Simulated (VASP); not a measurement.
# Ti3N3O in VASP: further runs

Runs on Ti3N3O. Level: PBE. Tasks: single point.

All numbers are computed with VASP 6.6.1; they aren't measurements. Logs are shortened: lines on timing, memory, paths and dates and some standing lists are left out, and cuts for length are marked.

**1. The cell of the first run**

The cell holds a slab with vacuum, 7 atoms: a = 3.003 Å, b = 3.003 Å, c = 23.054 Å, α = 90.00°, β = 90.00°, γ = 120.00°.

**2. Single point, PBE, collinear spin, ferromagnetic start**

The input, INCAR:

```
PREC = Accurate
ENCUT = 520
EDIFF = 1E-6
ISMEAR = 0
SIGMA = 0.1
LREAL = F
LASPH = T
NELM = 150
ALGO = Normal
ISIF = 2
LWAVE = F
LCHARG = F
ISPIN = 2
MAGMOM = 0 0 0 0 0 0 2
LORBIT = 11
LMAXMIX = 4
LDIPOL = T
IDIPOL = 3
DIPOL = 0.5 0.5 0.342
GGA = PE
NBANDS = 42
```

The input, KPOINTS:

```
regular mesh
0
Gamma
  9 9 1
```

The input, POSCAR:

```
Ti3N3O
1.0
    3.0028555065      0.0000000000      0.0000000000
   -1.5014277533      2.6005491526      0.0000000000
    0.0000000000      0.0000000000     23.0541471875
N Ti O
3 3 1
Direct
    0.3333333333      0.6666666667      0.1735045746
    0.0000000000      0.0000000000      0.2798551255
    0.6666666667      0.3333333333      0.3877458571
    0.6666666667      0.3333333333      0.2266798501
    0.3333333333      0.6666666667      0.3342486897
    0.0000000000      0.0000000000      0.4361101326
    0.3333333333      0.0000000000      0.5579970963
```

Potentials or basis: VASP PAW PBE potentials, release 64 (N, Ti_sv, O).

The run is started by

```console
> cat potpaw_PBE.64/N/POTCAR potpaw_PBE.64/Ti_sv/POTCAR potpaw_PBE.64/O/POTCAR > POTCAR
> mpirun -np 1 vasp_std > vasp.out
```

OUTCAR:

```text
PREC = Accurate
   ENCUT = 520
   EDIFF = 1E-6
   ISMEAR = 0
   LREAL = F
   LASPH = T
   NELM = 150
   ISIF = 2
   ISPIN = 2
   LORBIT = 11
   GGA = PE

 ion  position               nearest neighbor table
   1  0.333  0.667  0.174-   4 2.12   4 2.12   4 2.12
   2  0.000  0.000  0.280-   4 2.12   4 2.12   4 2.12   5 2.14   5 2.14   5 2.14
   3  0.667  0.333  0.388-   6 2.06   6 2.06   6 2.06   5 2.13   5 2.13   5 2.13
   4  0.667  0.333  0.227-   2 2.12   2 2.12   2 2.12   1 2.12   1 2.12   1 2.12
   5  0.333  0.667  0.334-   3 2.13   3 2.13   3 2.13   2 2.14   2 2.14   2 2.14   6 2.92   6 2.92
                             6 2.92
   6  0.000  0.000  0.436-   3 2.06   3 2.06   3 2.06   5 2.92   5 2.92   5 2.92
   7  0.333  0.000  0.558-

  LATTYP: Found a hexagonal cell.
 ALAT       =     3.0028555065
 C/A-ratio  =     7.6774080996

  Lattice vectors:

 A1 = (   3.0028555065,   0.0000000000,   0.0000000000)
 A2 = (  -1.5014277533,   2.6005491526,   0.0000000000)
 A3 = (   0.0000000000,   0.0000000000,  23.0541471875)

Analysis of symmetry for initial positions (statically):
=====================================================================
 Subroutine PRICEL returns:
 Original cell was already a primitive cell.

 Routine SETGRP: Setting up the symmetry group for a
 hexagonal supercell.

 Subroutine GETGRP returns: Found  1 space group operations
 (whereof  1 operations were pure point group operations)
 out of a pool of 24 trial point group operations.

The static configuration has the point symmetry C_1 .

Analysis of symmetry for dynamics (positions and initial velocities):
=====================================================================
 Subroutine PRICEL returns:
 Original cell was already a primitive cell.

 Routine SETGRP: Setting up the symmetry group for a
 hexagonal supercell.

 Subroutine GETGRP returns: Found  1 space group operations
 (whereof  1 operations were pure point group operations)
 out of a pool of 24 trial point group operations.

The dynamic configuration has the point symmetry C_1 .

Analysis of structural, dynamic, and magnetic symmetry:
=====================================================================
 Subroutine PRICEL returns:
 Original cell was already a primitive cell.

 Routine SETGRP: Setting up the symmetry group for a
 hexagonal supercell.

 Subroutine GETGRP returns: Found  1 space group operations
 (whereof  1 operations were pure point group operations)
 out of a pool of 24 trial point group operations.

[... 157 lines left out ...]
  ---------------------------------------------------
  free energy    TOTEN  =       -57.71453327 eV

  energy without entropy =      -57.69719912  energy(sigma->0) =      -57.70586620

 E-fermi :  -1.5534     XC(G=0):  -5.7163

 val. band max:       -1.5598165456   @ k =  -0.2222   0.4444   0.0000
 cond. band min:      -1.5346870053   @ k =  -0.4444   0.2222   0.0000
 fundamental gap:      0.0251295403
 Fermi energy:        -1.5533898772

 spin component 1

 k-point     1 :       0.0000    0.0000    0.0000
  band No.  band energies     occupation
      1     -59.1090      1.00000
      2     -58.8845      1.00000
      3     -58.0879      1.00000
      4     -35.5886      1.00000
      5     -35.1687      1.00000
      6     -35.1652      1.00000
[... 1021 lines left out ...]
     39       2.0809      0.00000
     40       2.4923      0.00000

 [... further k-points ...]

 spin component 2

 k-point     1 :       0.0000    0.0000    0.0000
  band No.  band energies     occupation
      1     -59.0834      1.00000
      2     -59.0089      1.00000
      3     -58.0862      1.00000
      4     -35.6279      1.00000
      5     -35.2340      1.00000
      6     -35.1319      1.00000
[... 1021 lines left out ...]
     39       2.0768      0.00000
     40       2.4639      0.00000

 [... further k-points ...]

 [bands above 40 left out]

------------------------ aborting loop because EDIFF is reached ----------------------------------------

 vacuum level on the upper side and lower side of the slab       (xc-potential included)        -0.132        -0.061

  FORCE on cell =-STRESS in cart. coord.  units (eV):
  Direction    XX          YY          ZZ          XY          YZ          ZX
  --------------------------------------------------------------------------------------
  -------------------------------------------------------------------------------------
  Total       -2.1579214     -1.6623109     -9.0946606     -0.0129901      0.0011134     -0.3282652
  in kB      -19.2042631    -14.7936137    -80.9372633     -0.1156044      0.0099084     -2.9213721
  external PRESSURE =     -38.3117134 kB  Pullay stress =       0.0000000 kB

 VOLUME and BASIS-vectors are now :
 -----------------------------------------------------------------------------
  energy-cutoff  :      520.00
  volume of cell :      180.03
      direct lattice vectors                 reciprocal lattice vectors
     3.002855506  0.000000000  0.000000000     0.333016357  0.192267083  0.000000000
    -1.501427753  2.600549153  0.000000000     0.000000000  0.384534166  0.000000000
     0.000000000  0.000000000 23.054147187     0.000000000  0.000000000  0.043376144

 POSITION                                       TOTAL-FORCE (eV/Angst)
 -----------------------------------------------------------------------------------
     -0.00000      1.73370      4.00000         0.002111     -0.002105      4.214676
      0.00000      0.00000      6.45182         0.006229      0.003238      1.274085
      1.50143      0.86685      8.93915        -0.028441      0.027807      0.143167
      1.50143      0.86685      5.22591        -0.000648      0.001853     -5.456489
     -0.00000      1.73370      7.70582        -0.017665     -0.012513     -0.147085
      0.00000      0.00000     10.05415         0.169547     -0.022052      1.907548
      1.00095      0.00000     12.86415        -0.131133      0.003773     -1.935901
 -----------------------------------------------------------------------------------
    total drift:                                0.000012     -0.000001      0.000376

  FREE ENERGIE OF THE ION-ELECTRON SYSTEM (eV)
  ---------------------------------------------------
  free  energy   TOTEN  =       -57.7145332749 eV

  energy  without entropy=      -57.6971991232  energy(sigma->0) =      -57.70586620

 vacuum level on the upper side and lower side of the slab         6.563         6.652

 total charge

# of ion       s       p       d       tot
------------------------------------------
    1        1.311   2.199   0.000   3.511
    2        1.250   2.492   0.000   3.743
    3        1.252   2.498   0.000   3.749
    4        2.193   6.225   1.884  10.301
    5        2.180   6.222   1.974  10.376
    6        2.173   6.144   1.992  10.310
    7        1.622   2.954   0.000   4.576
--------------------------------------------------
tot         11.980  28.735   5.850  46.565

 magnetization (x)

# of ion       s       p       d       tot
------------------------------------------
    1       -0.000  -0.007   0.000  -0.007
    2       -0.000  -0.002   0.000  -0.002
    3       -0.000   0.002   0.000   0.002
    4       -0.000  -0.000   0.002   0.001
    5        0.000   0.000   0.042   0.043
    6       -0.007  -0.017  -0.133  -0.157
    7        0.013   1.283   0.000   1.296
--------------------------------------------------
tot          0.005   1.260  -0.089   1.176
```

stdout:

```text
POSCAR found type information on POSCAR N TiO
 POSCAR found :  3 types and       7 ions
 scaLAPACK will be used
 LDA part: xc-table for (Slater+PW92), standard interpolation
 POSCAR, INCAR and KPOINTS ok, starting setup
 FFT: planning ... GRIDC
 FFT: planning ... GRID_SOFT
 FFT: planning ... GRID
 WAVECAR not read
 entering main loop
```

Wall time 63 min (1 thread of Intel Xeon 8259CL, shared host); peak memory 0.69 GiB.

Results:

```
Free energy                                           : -57.7145 eV
Largest force                                         : 5.456 eV/Å
Net moment                                            : 1.32 μB per cell
Site moments                                          : N -0.01, -0.00, +0.00; Ti +0.00, +0.04, -0.16; O +1.30 μB
Valence electrons inside the program's atomic spheres : N 3.51, 3.74, 3.75; Ti 10.30, 10.38, 10.31; O 4.58
```

Forces on the atoms (eV/Å):
```
N    0.002 -0.002  4.215
N    0.006  0.003  1.274
N   -0.028  0.028  0.143
Ti  -0.001  0.002 -5.456
Ti  -0.018 -0.013 -0.147
Ti   0.170 -0.022  1.908
O   -0.131  0.004 -1.936
```

**3. Single point, PBE, collinear spin, ferromagnetic start**

The input, INCAR:

```
SYSTEM = Ti3N3O
  PREC = Accurate
  ENCUT = 520
  EDIFF = 1E-7
  ISMEAR = 0
  SIGMA = 0.1
  LREAL = .FALSE.
  LASPH = .TRUE.
  NELM = 150
  ALGO = Normal
  ISIF = 2
  LWAVE = .FALSE.
  LCHARG = .FALSE.
  ISPIN = 2
  MAGMOM = 0 0 0 0 0 0 2
  LORBIT = 11
  LMAXMIX = 4
  LDIPOL = .TRUE.
  IDIPOL = 3
  DIPOL = 0.5 0.5 0.340
  GGA = PE
  NBANDS = 42
```

The input, KPOINTS:

```
Automatic mesh
0
G
  9 9 1
  0 0 0
```

POSCAR: that of step 2 with these lines changed.

```diff
@@ -14,2 +14,2 @@
     0.0000000000      0.0000000000      0.4361101326
-    0.3333333333      0.0000000000      0.5579970963
+    0.1666666667      0.0000000000      0.5406466388
```

Potentials or basis: VASP PAW PBE potentials, release 64 (N, Ti_sv, O).

The run is started by

```console
> cat potpaw_PBE.64/N/POTCAR potpaw_PBE.64/Ti_sv/POTCAR potpaw_PBE.64/O/POTCAR > POTCAR
> mpirun -np 1 vasp_std > vasp.out
```

Wall time 20 min (1 thread of Intel Xeon 6975P-C (Granite Rapids), shared host); peak memory 0.67 GiB.

Results (log left out):

```yaml
Free_energy: -58.8063 eV
Largest_force: 5.461 eV/Å
Net_moment: 1.20 μB per cell
Site_moments: N +0.01, -0.00, +0.00; Ti -0.00, +0.06, -0.14; O +1.12 μB
Valence_electrons_inside_the_program's_atomic_spheres: N 3.51, 3.74, 3.75; Ti 10.30, 10.38 (each value once); O 4.61
```

Forces on the atoms (eV/Å):
```
N    0.006 -0.002  4.218
N    0.012  0.000  1.278
N   -0.062  0.029  0.089
Ti  -0.005  0.003 -5.461
Ti  -0.040 -0.006 -0.158
Ti   0.274 -0.024  3.148
O   -0.185  0.001 -3.114
```

Levels at points of the mesh, in eV from the Fermi level:
Spin up:
| k point | band 27 | band 28 | band 29 | band 30 | band 31 | band 32 |
| --- | --- | --- | --- | --- | --- | --- |
| (0.00, 0.00, 0.00) | -0.32 | -0.32 | 0.25 | 0.26 | 0.42 | 1.40 |
Spin down:
| k point | band 25 | band 26 | band 27 | band 28 | band 29 | band 30 | band 31 | band 32 |
| --- | --- | --- | --- | --- | --- | --- | --- | --- |
| (0.00, 0.00, 0.00) | -0.32 | -0.31 | 0.22 | 0.23 | 0.38 | 1.03 | 1.09 | 1.34 |

**4. Single point, PBE, collinear spin, ferromagnetic start**

The input, INCAR:

```
SYSTEM = Ti3N3O
PREC = Accurate ; ENCUT = 520
EDIFF = 1E-6 ; ISMEAR = 0
SIGMA = 0.1 ; LREAL = .FALSE.
LASPH = .TRUE. ; NELM = 150
ALGO = Normal ; ISIF = 2
LWAVE = .FALSE. ; LCHARG = .FALSE.
ISPIN = 2 ; MAGMOM = 0 0 0 0 0 0 2
LORBIT = 11 ; LMAXMIX = 4
LDIPOL = .TRUE. ; IDIPOL = 3
DIPOL = 0.5 0.5 0.345 ; GGA = PE
NBANDS = 42
```

The input, KPOINTS:

```
regular mesh
0
G
  9 9 1
  0 0 0
```

POSCAR: that of step 3 with these lines changed.

```diff
@@ -14,2 +14,2 @@
     0.0000000000      0.0000000000      0.4361101326
-    0.1666666667      0.0000000000      0.5406466388
+    0.3333333333      0.0000000000      0.5796851681
```

The run is started by

```console
> cat potpaw_PBE.64/N/POTCAR potpaw_PBE.64/Ti_sv/POTCAR potpaw_PBE.64/O/POTCAR > POTCAR
> mpirun -np 1 vasp_std > vasp.out
```

Run time: 64 min. Hardware: 1 thread of Intel Xeon 6975P-C (Granite Rapids), shared host; peak memory 0.68 GiB.

It converged, with:

```yaml
Free_energy: -57.0093 eV
Largest_force: 5.391 eV/Å
Band_gap_on_the_k_mesh: zero (filled and empty bands overlap)
Net_moment: 1.02 μB per cell
Site_moments: N -0.03, -0.00, +0.02; Ti +0.01, +0.03, -0.44; O +1.44 μB
Valence_electrons_inside_the_program's_atomic_spheres: N 3.51, 3.74, 3.75; Ti 10.30, 10.38, 10.33; O 4.56
```

Forces in eV/Å, atoms in the order of the input:
```
N    0.001 -0.001  4.173
N    0.002  0.003  1.223
N   -0.013  0.021  0.119
Ti  -0.001  0.001 -5.391
Ti  -0.003 -0.014 -0.111
Ti   0.040 -0.012  0.914
O   -0.026  0.001 -0.926
```

Levels at points of the mesh, in eV from the Fermi level:
Spin up:
```
           k point  band 25  band 26  band 27  band 28  band 29  band 30  band 31  band 32  band 33  band 34
(0.00, 0.00, 0.00)    -1.73    -1.10    -0.23    -0.23     0.37     0.37     0.51     0.83     1.60     1.61
```
Spin down:
```
           k point  band 24  band 25  band 26  band 27  band 28  band 29  band 30  band 31  band 32  band 33
(0.00, 0.00, 0.00)    -1.05    -0.29    -0.29     0.25     0.25     0.40     0.70     1.37     1.37     1.41
```

**5. Single point, PBE, collinear spin, ferromagnetic start**

The input, INCAR:

```
SYSTEM = Ti3N3O
ALGO = Normal
DIPOL = 0.5 0.5 0.340
EDIFF = 1E-7
ENCUT = 520
GGA = PE
IDIPOL = 3
ISIF = 2
ISMEAR = 0
ISPIN = 2
LASPH = .TRUE.
LCHARG = .FALSE.
LDIPOL = .TRUE.
LMAXMIX = 4
LORBIT = 11
LREAL = .FALSE.
LWAVE = .FALSE.
MAGMOM = 0 0 0 0 0 0 2
NBANDS = 42
NELM = 150
PREC = Accurate
SIGMA = 0.1
```

The input, KPOINTS:

```
k-points
0
G
  9 9 1
  0 0 0
```

POSCAR: that of step 4 with these lines changed.

```diff
@@ -14,2 +14,2 @@
     0.0000000000      0.0000000000      0.4361101326
-    0.3333333333      0.0000000000      0.5796851681
+    0.3333333333      0.0000000000      0.5406466388
```

The run is started by

```console
> cat potpaw_PBE.64/N/POTCAR potpaw_PBE.64/Ti_sv/POTCAR potpaw_PBE.64/O/POTCAR > POTCAR
> mpirun -np 1 vasp_std > vasp.out
```

Run time: 63 min. Hardware: 1 thread of Oxide Virtual Turin-like, shared host; peak memory 0.65 GiB.

The run converged. Its results:

- Free energy: -58.6806 eV
- Largest force: 5.501 eV/Å
- Net moment: 1.16 μB per cell
- Site moments: N +0.00, -0.00 (each value once); Ti -0.00, +0.05, -0.15; O +1.12 μB
- Valence electrons inside the program's atomic spheres: N 3.51, 3.74, 3.75; Ti 10.30, 10.38, 10.29; O 4.60

Forces on the atoms (eV/Å):
```
N    0.005 -0.005  4.235
N    0.011  0.002  1.307
N   -0.079  0.063  0.114
Ti  -0.005  0.005 -5.501
Ti  -0.029 -0.015 -0.158
Ti   0.374 -0.048  2.936
O   -0.276 -0.001 -2.932
```

Levels at points of the mesh, in eV from the Fermi level:
Spin up:
```
           k point  band 26  band 27  band 28  band 29  band 30  band 31  band 32  band 33
(0.00, 0.00, 0.00)    -1.15    -0.33    -0.33     0.23     0.24     0.40     1.37     1.39
```
Spin down:
```csv
k point,band 25,band 26,band 27,band 28,band 29,band 30,band 31,band 32
"(0.00, 0.00, 0.00)",-0.33,-0.33,0.20,0.20,0.35,0.96,1.15,1.33
```

[end of part 1 of 2]
